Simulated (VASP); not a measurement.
In2BiN2:

```
In Bi N
1.0
    -2.05757    2.05757    5.39857
     2.05757   -2.05757    5.39857
     2.05757    2.05757   -5.39857
In Bi N
2 1 2
Direct
  0.25000 0.75000 0.50000
  0.75000 0.25000 0.50000
  0.00000 0.00000 0.00000
  0.62600 0.62600 0.00000
  0.37400 0.37400 0.00000
```

- Program: VASP 6.6.1
- Task: relaxation of cell and atoms
- Functional: PBE
- Potentials or basis: VASP PAW PBE potentials, release 64 (In_d, Bi_d, N)
- Cutoff: 600 eV
- k mesh: 6 × 6 × 6
- Occupations: gaussian, width 0.1 eV
- Spin: no spin polarisation

At the start: pressure -0.7 GPa; volume 18.28 Å³/atom.

Problem. Where does the relaxation end?

Solution. Over 47 steps the energy falls by 419.3 meV/atom and the volume is 23.49 Å³/atom (+28.5 %); space group I4/mmm (No. 139, to 0.1 Å) before and after.

The path:
```csv
step,energy change (eV),largest force (eV/Å),pressure (GPa),volume (Å³)
1,0.0000,1.5269,-0.67,91.42
3,-0.3508,0.2968,6.24,88.55
5,-0.6367,0.4828,-1.02,99.27
7,-0.7686,0.5928,-1.65,104.05
9,-0.9690,0.0039,2.24,108.48
11,-1.0140,0.0765,0.06,118.59
13,-1.1222,0.6518,-4.53,124.31
15,-1.1228,0.7399,-5.36,125.53
17,-1.1537,0.7739,-5.72,125.79
19,-1.2680,0.8321,-7.12,126.83
21,-1.2953,0.7961,-7.86,127.28
23,-1.6443,0.4376,-6.61,120.54
25,-1.6855,0.2734,-6.01,118.47
27,-1.8071,0.0450,-4.08,114.48
29,-1.7403,0.3666,7.81,101.50
31,-1.9751,0.1966,0.41,108.01
33,-1.9856,0.2351,0.15,108.90
35,-2.0051,0.3815,-0.82,112.84
37,-2.0193,0.3689,-0.47,113.01
39,-2.0610,0.2916,0.90,113.65
41,-2.0712,0.2021,1.75,114.00
43,-2.0941,0.0279,0.58,116.65
45,-2.0951,0.0161,0.31,117.35
47,-2.0965,0.0089,0.08,117.46
```

Final structure:
```cif
data_structure
_symmetry_space_group_name_H-M 'P 1'
_symmetry_Int_Tables_number 1
_cell_length_a 6.8377
_cell_length_b 6.8377
_cell_length_c 6.8377
_cell_angle_alpha 142.543
_cell_angle_beta 142.543
_cell_angle_gamma 54.012
_cell_volume 117.46
loop_
_atom_site_label
_atom_site_type_symbol
_atom_site_fract_x
_atom_site_fract_y
_atom_site_fract_z
_atom_site_occupancy
In1 In 0.25000 0.75000 0.50000 1
In2 In 0.75000 0.25000 0.50000 1
Bi1 Bi 0.00000 0.00000 0.00000 1
N1 N 0.78604 0.78604 0.00000 1
N2 N 0.21396 0.21396 0.00000 1
```

Caveat: the volume moved by over 15 % at a fixed basis, so the end points are rough.
